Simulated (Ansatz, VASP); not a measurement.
This is a calculation of BaTiO3 for Ansatz 0.2.0.

The input input.yaml:

```yaml
crystal:
  lattice:
    - [3.945742022, 0.0, 0.0]
    - [0.0, 3.945742022, 0.0]
    - [0.0, 0.0, 3.9636960459]
  atoms:
    - { symbol: Ba, position: [0.0, 0.0, 0.0] }
    - { symbol: Ti, position: [0.5, 0.5, 0.49] }
    - { symbol: O, position: [0.0, 0.5, 0.517] }
    - { symbol: O, position: [0.5, 0.0, 0.517] }
    - { symbol: O, position: [0.5, 0.5, 0.019] }
hamiltonian:
  xc: revpbe
  pseudopotentials: { kind: paw }
  dispersion: d4
kpoints:
  mp_grid: { grid: [7, 7, 7] }
scf:
  occupations: { method: fermi_dirac, width: 0.05 }
output:
  forces: true
  stress: true
  eigenvalues: true
```

Potentials or basis: Ansatz PAW.

The run is started by

```sh
$ ansatz run input.yaml --threads 2 --pin off --max-ram 5120MiB --backend cpu --events-out ev --progress --plain --runs-dir out
```

**Question.** Set up the same calculation for VASP 6.6.1. Potentials there: VASP PAW PBE potentials, release 64 (Ba_sv, Ti_sv, O).

**Answer.** As run (the cutoff follows the program's own potentials):

INCAR

```
PREC = Accurate
ENCUT = 520
EDIFF = 1E-7
ISMEAR = -1
SIGMA = 0.05
LREAL = F
LASPH = T
NELM = 100
ALGO = Normal
ISIF = 2
LWAVE = F
LCHARG = F
GGA = RE
IVDW = 13
NBANDS = 28
```

File KPOINTS:

```
regular mesh
0
Gamma
  7 7 7
```

Contents of POSCAR:

```
BaTiO3
1.0
    3.9457420220      0.0000000000      0.0000000000
    0.0000000000      3.9457420220      0.0000000000
    0.0000000000      0.0000000000      3.9636960459
Ba Ti O
1 1 3
Direct
    0.0000000000      0.0000000000      0.0000000000
    0.5000000000      0.5000000000      0.4900000000
    0.0000000000      0.5000000000      0.5170000000
    0.5000000000      0.0000000000      0.5170000000
    0.5000000000      0.5000000000      0.0190000000
```

Potentials or basis: VASP PAW PBE potentials, release 64 (Ba_sv, Ti_sv, O).

Launch:

```sh
$ cat potpaw_PBE.64/Ba_sv/POTCAR potpaw_PBE.64/Ti_sv/POTCAR potpaw_PBE.64/O/POTCAR > POTCAR
$ mpirun -np 1 vasp_std > vasp.out
```

Both were run:

|  | VASP | Ansatz | Ansatz less VASP |
| --- | --- | --- | --- |
| gap on the k mesh at the Fermi level (eV) | 1.98 | 2.05 | +0.070 |
| least direct gap on the mesh (eV) | 2.14 | 2.17 | +0.027 |
| pressure (GPa) | 9.4 | 7.3 | -2.04 |
| traceless stress, the component that is largest in VASP (GPa) | 0.74 | 0.71 | -0.026 |
| rms of the force components (eV/Å) | 0.050 | 0.042 | -0.0086 |

VASP's potentials were made for PBE, not for revPBE. Atom by atom the forces differ by 0.015 eV/Å (rms over components).

Spin-orbit coupling is off throughout. Noted on Ansatz's run: odd divisions of the mesh miss points on the zone boundary, where band edges often lie, so the gap on the mesh can be too wide.
